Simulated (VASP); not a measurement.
# Al9H in VASP: a series of runs, part 2 of 2

VASP 6.6.1. Earlier steps stand in the parts before.

## 3. Single point, PBE

File INCAR:

```
SYSTEM = Al9H
  PREC = Accurate
  ENCUT = 520
  EDIFF = 1E-7
  ISMEAR = 0
  SIGMA = 0.1
  LREAL = Auto
  LASPH = .True.
  NELM = 100
  ALGO = Normal
  ISIF = 2
  LWAVE = .False.
  LCHARG = .True.
  LDIPOL = .True.
  IDIPOL = 3
  DIPOL = 0.5 0.5 0.294
  GGA = PE
  LELF = .True.
  LVHAR = .True.
  LVACPOTAV = .True.
  NBANDS = 44
```

File KPOINTS:

```
Automatic mesh
0
Gamma
  5 3 1
  0 0 0
```

File POSCAR:

```
Al9H
1.0
    5.7070863109      0.0000000000      0.0000000000
   -1.4267715777      9.7014842373      0.0000000000
    0.0000000000      0.0000000000     22.7903703632
Al H
18 2
Direct
    0.2662216041      0.0648864163      0.1755127247
    0.7662216041      0.0648864163      0.1755127247
    0.3354806058      0.3419224231      0.2192029853
    0.8354806058      0.3419224231      0.2192029853
    0.1493324061      0.5973296244      0.2279410374
    0.6493324061      0.5973296244      0.2279410374
    0.4631842064      0.8527368258      0.2366790895
    0.9631842064      0.8527368258      0.2366790895
    0.0319772084      0.1277109167      0.2808262503
    0.5319772084      0.1277109167      0.2808262503
    0.0997917590      0.4042231279      0.3301071124
    0.5997917590      0.4042231279      0.3301071124
    0.4144000530      0.6596656505      0.3369822082
    0.9144000530      0.6596656505      0.3369822082
    0.2263076920      0.9110819249      0.3449259127
    0.7263076920      0.9110819249      0.3449259127
    0.2962427236      0.1814071990      0.3857054635
    0.7962427236      0.1814071990      0.3857054635
    0.3728398333      0.9110819249      0.4054506450
    0.5797755507      0.9110819249      0.4054506450
```

Potentials or basis: VASP PAW PBE potentials, release 64 (Al, H).

The run is started by

```
> cat potpaw_PBE.64/Al/POTCAR potpaw_PBE.64/H/POTCAR > POTCAR
> mpirun -np 1 vasp_std > vasp.out
```

OUTCAR:

```text
SYSTEM = Al9H
   PREC = Accurate
   ENCUT = 520
   EDIFF = 1E-7
   ISMEAR = 0
   LREAL = Auto
   LASPH = .True.
   NELM = 100
   ISIF = 2
   GGA = PE

 ion  position               nearest neighbor table
   1  0.266  0.065  0.176-   2 2.85   2 2.85   9 2.86  10 2.86   7 2.87   8 2.87   3 2.87
   2  0.766  0.065  0.176-   1 2.85   1 2.85  10 2.86   9 2.86   8 2.87   7 2.87   4 2.87
   3  0.335  0.342  0.219-   4 2.85   4 2.85   6 2.87   5 2.87   1 2.87   9 2.89  10 2.89  12 2.96
                            11 2.97
   4  0.835  0.342  0.219-   3 2.85   3 2.85   5 2.87   6 2.87   2 2.87  10 2.89   9 2.89  11 2.96
                            12 2.97
   5  0.149  0.597  0.228-   6 2.85   6 2.85   4 2.87   3 2.87   7 2.87   8 2.87  13 2.93  14 2.93
                            11 2.99
   6  0.649  0.597  0.228-   5 2.85   5 2.85   3 2.87   4 2.87   8 2.87   7 2.87  14 2.93  13 2.93
                            12 2.99
   7  0.463  0.853  0.237-  10 2.85   8 2.85   8 2.85   1 2.87   5 2.87   2 2.87   6 2.87  16 2.90
                            15 2.91  13 2.96
   8  0.963  0.853  0.237-   9 2.85   7 2.85   7 2.85   2 2.87   6 2.87   1 2.87   5 2.87  15 2.90
                            16 2.91  14 2.96
   9  0.032  0.128  0.281-  18 2.83  17 2.83   8 2.85  10 2.85  10 2.85   1 2.86   2 2.86   3 2.89
                             4 2.89  11 2.91  15 2.93  16 2.93
  10  0.532  0.128  0.281-  17 2.83  18 2.83   7 2.85   9 2.85   9 2.85   2 2.86   1 2.86   4 2.89
                             3 2.89  12 2.91  16 2.93  15 2.93
  11  0.100  0.404  0.330-  12 2.85  12 2.85  14 2.86  13 2.87  18 2.88  17 2.89   9 2.91   4 2.96
                             3 2.97   5 2.99
  12  0.600  0.404  0.330-  11 2.85  11 2.85  13 2.86  14 2.87  17 2.88  18 2.89  10 2.91   3 2.96
                             4 2.97   6 2.99
  13  0.414  0.660  0.337-  16 2.83  15 2.83  14 2.85  14 2.85  12 2.86  11 2.87   5 2.93   6 2.93
                             7 2.96
  14  0.914  0.660  0.337-  15 2.83  16 2.83  13 2.85  13 2.85  11 2.86  12 2.87   6 2.93   5 2.93
                             8 2.96
  15  0.226  0.911  0.345-  19 1.61  17 2.78  14 2.83  13 2.83  16 2.85  16 2.85   8 2.90   7 2.91
                             9 2.93  10 2.93
  16  0.726  0.911  0.345-  20 1.61  18 2.78  13 2.83  14 2.83  15 2.85  15 2.85   7 2.90   8 2.91
                            10 2.93   9 2.93
  17  0.296  0.181  0.386-  15 2.78  10 2.83   9 2.83  18 2.85  18 2.85  12 2.88  11 2.89
  18  0.796  0.181  0.386-  16 2.78   9 2.83  10 2.83  17 2.85  17 2.85  11 2.88  12 2.89
  19  0.373  0.911  0.405-  15 1.61
  20  0.580  0.911  0.405-  16 1.61

  LATTYP: Found a simple monoclinic cell.
 ALAT       =     5.7070863109
 B/A-ratio  =     3.9933460126
 C/A-ratio  =     1.7181865164
 COS(beta)  =    -0.1455022476

  Lattice vectors:

 A1 = (   5.7070863109,   0.0000000000,   0.0000000000)
 A2 = (   0.0000000000,   0.0000000000, -22.7903703632)
 A3 = (  -1.4267715777,   9.7014842373,   0.0000000000)

Analysis of symmetry for initial positions (statically):
=====================================================================
 Subroutine PRICEL returns:
 Original cell was already a primitive cell.

 Routine SETGRP: Setting up the symmetry group for a
 simple monoclinic supercell.

 Subroutine GETGRP returns: Found  1 space group operations
 (whereof  1 operations were pure point group operations)
 out of a pool of  4 trial point group operations.

The static configuration has the point symmetry C_1 .

Analysis of symmetry for dynamics (positions and initial velocities):
=====================================================================
[... 119 lines left out ...]
 SYSTEM =  Al9H
   PREC   = accura    normal or accurate (medium, high low for compatibility)
   ISTART =      0    job   : 0-new  1-cont  2-samecut
   ICHARG =      2    charge: 1-file 2-atom 10-const
   ISPIN  =      1    spin polarized calculation?
   LNONCOLLINEAR =      F non collinear calculations
   LSORBIT =      F    spin-orbit coupling
   LASPH  =      T    aspherical Exc in radial PAW
   ENCUT  =  520.0 eV  38.22 Ry    6.18 a.u.  10.61 18.23 42.37*2*pi/ulx,y,z
   NELM   =    100;   NELMIN=  2; NELMDL= -5     # of ELM steps
   EDIFF  = 0.1E-06   stopping-criterion for ELM
   LREAL  =      T    real-space projection
   EDIFFG = 0.1E-05   stopping-criterion for IOM
   NSW    =      0    number of steps for IOM
   IBRION =     -1    ionic relax: 0-MD 1-quasi-New 2-CG
   NFREE  =      0    steps in history (QN), initial steepest desc. (CG)
   ISIF   =      2    stress and relaxation
   ISYM   =      2    0-nonsym 1-usesym 2-fastsym
   POTIM  = 0.5000    time-step for ionic-motion
   TEBEG  =    0.0;   TEEND  =   0.0 temperature during run
   PSTRESS=    0.0 pullay stress
   NELECT =      56.0000    total number of electrons
   NUPDOWN=      -1.0000    fix difference up-down
   EMIN   =  10.00;   EMAX   =-10.00  energy-range for DOS
   EFERMI =   0.00;   METHOD = LEGACY
   ISMEAR =     0;   SIGMA  =   0.10  broadening in eV -4-tet -1-fermi 0-gaus
   EFERMI_NEDOS =   21; number of points for ismear=-14 and -15
   IALGO  =     38    algorithm
   IMIX   =      4    mixing-type and parameters
     AMIX     =   0.40;   BMIX     =  1.00
     AMIX_MAG =   1.60;   BMIX_MAG =  1.00
  volume/ion in A,a.u.               =      63.09       425.77
  Fermi-wavevector in a.u.,A,eV,Ry     =   0.579610  1.095305  4.570853  0.335948
  Thomas-Fermi vector in A             =   1.623387
   LORBIT       =      0    0 simple, 1 ext, 2 COOP (PROOUT), +10 PAW based schemes
   GGA     = PE    functional components
   LHFCALC =     F    Hartree Fock is set to
   AEXX    =    0.0000 exact exchange contribution
   IVDW    =     0    specifies the selected vdW correction
   LEPSILON=     F    determine dielectric tensor
   LRPA    =     F    only Hartree local field effects (RPA)
 non-spin polarized calculation
 Gauss-broadening in eV      SIGMA  =   0.10
  energy-cutoff  :      520.00
  volume of cell :     1261.84
 maximum number of plane-waves:     34010
   NGX = 21   NGY = 37   NGZ = 85

 dipolmoment           0.000000      0.000000     -0.214111 electrons x Angstroem

 number of electron      56.0000001 magnetization

 dipolmoment           0.000000      0.000000      0.007258 electrons x Angstroem

 Free energy of the ion-electron system (eV)
  ---------------------------------------------------
  ext. energy  EPLUGINS =         0.00000000
  ---------------------------------------------------
  free energy    TOTEN  =       -66.73113025 eV

  energy without entropy =      -66.69523215  energy(sigma->0) =      -66.71318120

 E-fermi :  -1.2878     XC(G=0):  -3.3281

 val. band max:       -1.3777854192   @ k =   0.4000   0.3333   0.0000
 cond. band min:      -1.2767198432   @ k =   0.0000   0.3333   0.0000
 fundamental gap:      0.1010655760
 Fermi energy:        -1.2878187161

 k-point     1 :       0.0000    0.0000    0.0000
  band No.  band energies     occupation
      1     -11.4494      2.00000
      2     -10.0805      2.00000
      3      -9.7757      2.00000
      4      -9.4277      2.00000
      5      -8.1785      2.00000
      6      -7.2110      2.00000
[... 333 lines left out ...]
     39       0.8980      0.00000
     40       1.0138      0.00000
 [bands above 40 left out]

------------------------ aborting loop because EDIFF is reached ----------------------------------------

 vacuum level on the upper side and lower side of the slab       (xc-potential included)        -0.100        -0.126

  FORCE on cell =-STRESS in cart. coord.  units (eV):
  Direction    XX          YY          ZZ          XY          YZ          ZX
  --------------------------------------------------------------------------------------
  -------------------------------------------------------------------------------------
  Total       -9.9426483    -10.7974279      2.3783273     -0.8184905      0.3700409      0.0447462
  in kB      -12.6243391    -13.7096665      3.0198001     -1.0392505      0.4698468      0.0568150
  external PRESSURE =      -7.7714018 kB  Pullay stress =       0.0000000 kB

 VOLUME and BASIS-vectors are now :
 -----------------------------------------------------------------------------
  energy-cutoff  :      520.00
  volume of cell :     1261.84
      direct lattice vectors                 reciprocal lattice vectors
     5.707086311  0.000000000  0.000000000     0.175220760  0.025769253  0.000000000
    -1.426771578  9.701484237  0.000000000     0.000000000  0.103077011  0.000000000
     0.000000000  0.000000000 22.790370363     0.000000000  0.000000000  0.043878181

 POSITION                                       TOTAL-FORCE (eV/Angst)
 -----------------------------------------------------------------------------------
      1.42677      0.62949      4.00000        -0.011944      0.161909      0.041191
      4.28031      0.62949      4.00000         0.002965      0.112667      0.055105
      1.42677      3.31715      4.99572        -0.018533      0.092425      0.010021
      4.28031      3.31715      4.99572         0.048123      0.146718      0.032169
      0.00000      5.79498      5.19486        -0.057700     -0.125348     -0.036295
      2.85354      5.79498      5.19486         0.036540     -0.159364     -0.038286
[... 12 lines left out ...]
      0.82792      8.83885      9.24037         0.097469      0.123016      0.924775
      2.00892      8.83885      9.24037        -0.076416      0.126576      0.933947
 -----------------------------------------------------------------------------------
    total drift:                               -0.008107     -0.031894     -0.007187

  FREE ENERGIE OF THE ION-ELECTRON SYSTEM (eV)
  ---------------------------------------------------
  free  energy   TOTEN  =       -66.7311302487 eV

  energy  without entropy=      -66.6952321520  energy(sigma->0) =      -66.71318120

 vacuum level on the upper side and lower side of the slab         2.989         2.965
```

It took 17 min on 1 thread of Intel Xeon 6975P-C (Granite Rapids), shared host; peak memory 1.2 GiB.

What came out:

```yaml
Free_energy: -66.7311 eV
Largest_force: 1.417 eV/Å
Band_gap_on_the_k_mesh: zero (band 28 reaches -1.16 eV, above the bottom of band 29 at -1.80 eV)
Work_function_of_the_upper_face: 4.28 eV
Work_function_of_the_lower_face: 4.25 eV
```

Forces in eV/Å, atoms in the order of the input:
```
Al  -0.012  0.162  0.041
Al   0.003  0.113  0.055
Al  -0.019  0.092  0.010
Al   0.048  0.147  0.032
Al  -0.058 -0.125 -0.036
Al   0.037 -0.159 -0.038
Al  -0.020 -0.037  0.054
Al   0.009 -0.085 -0.140
Al  -0.011 -0.031  0.091
Al   0.019 -0.094  0.107
Al  -0.034 -0.053 -0.047
Al   0.045  0.020 -0.029
Al  -0.043 -0.368 -0.144
Al   0.004 -0.142 -0.034
Al  -0.990 -0.094 -1.009
Al   1.002 -0.070 -0.981
Al  -0.071  0.226  0.119
Al   0.068  0.249  0.090
H    0.097  0.123  0.925
H   -0.076  0.127  0.934
```

Levels at points of the mesh, in eV from the Fermi level:
```csv
k point,band 24,band 25,band 26,band 27,band 28,band 29,band 30,band 31,band 32,band 33
"(0.00, 0.00, 0.00)",-1.38,-1.31,-0.94,-0.76,-0.58,-0.51,-0.25,0.48,0.88,1.16
```

## 4. Single point, PBE

File INCAR:

```
ALGO = Normal
DIPOL = 0.5 0.5 0.297
EDIFF = 1E-7
ENCUT = 520
GGA = PE
IDIPOL = 3
ISIF = 2
ISMEAR = 0
LASPH = T
LCHARG = F
LDIPOL = T
LREAL = Auto
LWAVE = F
NBANDS = 44
NELM = 80
PREC = Accurate
SIGMA = 0.1
```

File KPOINTS:

```
k-points
0
Gamma
  5 3 1
```

Changes to POSCAR since step 3:

```diff
@@ -26,3 +26,3 @@
     0.7962427236      0.1814071990      0.3857054635
-    0.3728398333      0.9110819249      0.4054506450
-    0.5797755507      0.9110819249      0.4054506450
+    0.3728398333      0.9110819249      0.4335326809
+    0.5797755507      0.9110819249      0.4335326809
```

The run is started by

```
> cat potpaw_PBE.64/Al/POTCAR potpaw_PBE.64/H/POTCAR > POTCAR
> mpirun -np 1 vasp_std > vasp.out
```

Run time: 15 min. Hardware: 1 thread of Intel Xeon 6975P-C (Granite Rapids), shared host; peak memory 1.2 GiB.

Results (log left out):

| Property | Result |
| --- | --- |
| Free energy | -66.6354 eV |
| Largest force | 2.263 eV/Å |
| Band gap on the k mesh | zero (band 28 reaches -1.10 eV, above the bottom of band 29 at -1.85 eV) |

Forces in eV/Å, atoms in the order of the input:
```
Al  -0.116  0.147  0.064
Al   0.106  0.109  0.078
Al  -0.069  0.096  0.043
Al   0.095  0.130  0.022
Al  -0.019 -0.073 -0.011
Al   0.004 -0.104 -0.024
Al  -0.033 -0.126 -0.145
Al   0.030 -0.117 -0.141
Al  -0.020  0.014  0.048
Al   0.018 -0.025  0.090
Al  -0.032 -0.040 -0.033
Al   0.037  0.026 -0.030
Al  -0.045 -0.143 -0.052
Al   0.020 -0.057  0.010
Al  -0.224 -0.097  0.231
Al   0.232 -0.042  0.237
Al  -0.066  0.099  0.068
Al   0.062  0.078  0.077
H    2.245  0.036 -0.279
H   -2.224  0.089 -0.255
```

Levels at points of the mesh, in eV from the Fermi level:
| k point | band 26 | band 27 | band 28 | band 29 | band 30 | band 31 |
| --- | --- | --- | --- | --- | --- | --- |
| (0.00, 0.00, 0.00) | -0.94 | -0.69 | -0.63 | -0.58 | -0.47 | 0.23 |

## 5. Single point, PBE

File INCAR:

```
SYSTEM = Al9H
PREC = Accurate
ENCUT = 520
EDIFF = 1E-7
ISMEAR = 0
SIGMA = 0.1
LREAL = Auto
LASPH = .True.
NELM = 100
ALGO = Normal
ISIF = 2
LWAVE = .False.
LCHARG = .True.
LDIPOL = .True.
IDIPOL = 3
DIPOL = 0.5 0.5 0.300
GGA = PE
LELF = .True.
LVHAR = .True.
LVACPOTAV = .True.
NBANDS = 44
```

File KPOINTS:

```
regular mesh
0
Gamma
  5 3 1
  0 0 0
```

Changes to POSCAR since step 4:

```diff
@@ -26,3 +26,3 @@
     0.7962427236      0.1814071990      0.3857054635
-    0.3728398333      0.9110819249      0.4335326809
-    0.5797755507      0.9110819249      0.4335326809
+    0.3728398333      0.9110819249      0.4616147169
+    0.5797755507      0.9110819249      0.4616147169
```

Potentials or basis: VASP PAW PBE potentials, release 64 (Al, H).

The run is started by

```
> cat potpaw_PBE.64/Al/POTCAR potpaw_PBE.64/H/POTCAR > POTCAR
> mpirun -np 1 vasp_std > vasp.out
```

OUTCAR:

```text
SYSTEM = Al9H
   PREC = Accurate
   ENCUT = 520
   EDIFF = 1E-7
   ISMEAR = 0
   LREAL = Auto
   LASPH = .True.
   NELM = 100
   ISIF = 2
   GGA = PE

 ion  position               nearest neighbor table
   1  0.266  0.065  0.176-   2 2.85   2 2.85   9 2.86  10 2.86   7 2.87   8 2.87   3 2.87
   2  0.766  0.065  0.176-   1 2.85   1 2.85  10 2.86   9 2.86   8 2.87   7 2.87   4 2.87
   3  0.335  0.342  0.219-   4 2.85   4 2.85   6 2.87   5 2.87   1 2.87   9 2.89  10 2.89  12 2.96
                            11 2.97
   4  0.835  0.342  0.219-   3 2.85   3 2.85   5 2.87   6 2.87   2 2.87  10 2.89   9 2.89  11 2.96
                            12 2.97
   5  0.149  0.597  0.228-   6 2.85   6 2.85   4 2.87   3 2.87   7 2.87   8 2.87  13 2.93  14 2.93
                            11 2.99
   6  0.649  0.597  0.228-   5 2.85   5 2.85   3 2.87   4 2.87   8 2.87   7 2.87  14 2.93  13 2.93
                            12 2.99
   7  0.463  0.853  0.237-  10 2.85   8 2.85   8 2.85   1 2.87   5 2.87   2 2.87   6 2.87  16 2.90
                            15 2.91  13 2.96
   8  0.963  0.853  0.237-   9 2.85   7 2.85   7 2.85   2 2.87   6 2.87   1 2.87   5 2.87  15 2.90
                            16 2.91  14 2.96
[... 579 lines left out ...]
     40       1.0115      0.00000
 [bands above 40 left out]

------------------------ aborting loop because EDIFF is reached ----------------------------------------

 vacuum level on the upper side and lower side of the slab       (xc-potential included)        -0.071        -0.165

  FORCE on cell =-STRESS in cart. coord.  units (eV):
  Direction    XX          YY          ZZ          XY          YZ          ZX
  --------------------------------------------------------------------------------------
  -------------------------------------------------------------------------------------
  Total      -16.9066082    -12.5670417      0.0492383     -0.0660748     -0.5917077      0.0148387
  in kB      -21.4665902    -15.9565734      0.0625186     -0.0838963     -0.7513007      0.0188409
  external PRESSURE =     -12.4535483 kB  Pullay stress =       0.0000000 kB

 VOLUME and BASIS-vectors are now :
 -----------------------------------------------------------------------------
  energy-cutoff  :      520.00
  volume of cell :     1261.84
      direct lattice vectors                 reciprocal lattice vectors
     5.707086311  0.000000000  0.000000000     0.175220760  0.025769253  0.000000000
    -1.426771578  9.701484237  0.000000000     0.000000000  0.103077011  0.000000000
     0.000000000  0.000000000 22.790370363     0.000000000  0.000000000  0.043878181

 POSITION                                       TOTAL-FORCE (eV/Angst)
 -----------------------------------------------------------------------------------
      1.42677      0.62949      4.00000        -0.090828      0.156837      0.027701
      4.28031      0.62949      4.00000         0.080237      0.139911      0.036301
      1.42677      3.31715      4.99572        -0.037543      0.047796      0.055647
      4.28031      3.31715      4.99572         0.053983      0.071453      0.044155
      0.00000      5.79498      5.19486         0.007005     -0.061534      0.021917
      2.85354      5.79498      5.19486        -0.013578     -0.081155      0.009576
[... 12 lines left out ...]
      0.82792      8.83885     10.52037         4.030784     -0.017156      0.005900
      2.00892      8.83885     10.52037        -4.024819      0.007371      0.014858
 -----------------------------------------------------------------------------------
    total drift:                               -0.007793     -0.032342     -0.007231

  FREE ENERGIE OF THE ION-ELECTRON SYSTEM (eV)
  ---------------------------------------------------
  free  energy   TOTEN  =       -66.5143406107 eV

  energy  without entropy=      -66.4683298852  energy(sigma->0) =      -66.49133525

 vacuum level on the upper side and lower side of the slab         3.051         2.946
```

OSZICAR:

```text
N       E                     dE             d eps       ncg     rms          rms(c)
DAV:   1     0.214865983527E+03    0.21487E+03   -0.15372E+04   704   0.854E+02
DAV:   2    -0.520599369964E+02   -0.26693E+03   -0.25636E+03   984   0.149E+02
DAV:   3    -0.687350084159E+02   -0.16675E+02   -0.16267E+02   820   0.375E+01
[... 20 lines left out ...]
DAV:  24    -0.665143395038E+02   -0.26959E-05   -0.73436E-08   620   0.587E-04    0.128E-04
DAV:  25    -0.665143402237E+02   -0.71993E-06   -0.13038E-08   556   0.348E-04    0.671E-05
DAV:  26    -0.665143404408E+02   -0.21715E-06   -0.41664E-09   544   0.252E-04    0.297E-05
DAV:  27    -0.665143405662E+02   -0.12539E-06   -0.18879E-09   524   0.200E-04    0.154E-05
DAV:  28    -0.665143406107E+02   -0.44441E-07   -0.64584E-10   452   0.157E-04
   1 F= -.66514341E+02 E0= -.66491335E+02  d E =-.460107E-01
```

It took 14 min on 1 thread of Intel Xeon 6975P-C (Granite Rapids), shared host; peak memory 1.2 GiB.

Results:

- Free energy: -66.5143 eV
- Largest force: 4.031 eV/Å
- Band gap on the k mesh: zero (band 28 reaches -1.09 eV, above the bottom of band 29 at -1.82 eV)
- Work function of the upper face: 4.29 eV
- Work function of the lower face: 4.19 eV

Forces on the atoms (eV/Å):
```
Al  -0.091  0.157  0.028
Al   0.080  0.140  0.036
Al  -0.038  0.048  0.056
Al   0.054  0.071  0.044
Al   0.007 -0.062  0.022
Al  -0.014 -0.081  0.010
Al  -0.021 -0.126 -0.155
Al   0.024 -0.100 -0.117
Al  -0.010  0.012  0.012
Al   0.009  0.013  0.011
Al  -0.009 -0.025 -0.004
Al   0.016  0.000 -0.014
Al  -0.025 -0.019 -0.006
Al   0.012 -0.015  0.007
Al  -0.095 -0.041  0.009
Al   0.093  0.004  0.010
Al  -0.038  0.034  0.005
Al   0.038 -0.002  0.026
H    4.031 -0.017  0.006
H   -4.025  0.007  0.015
```
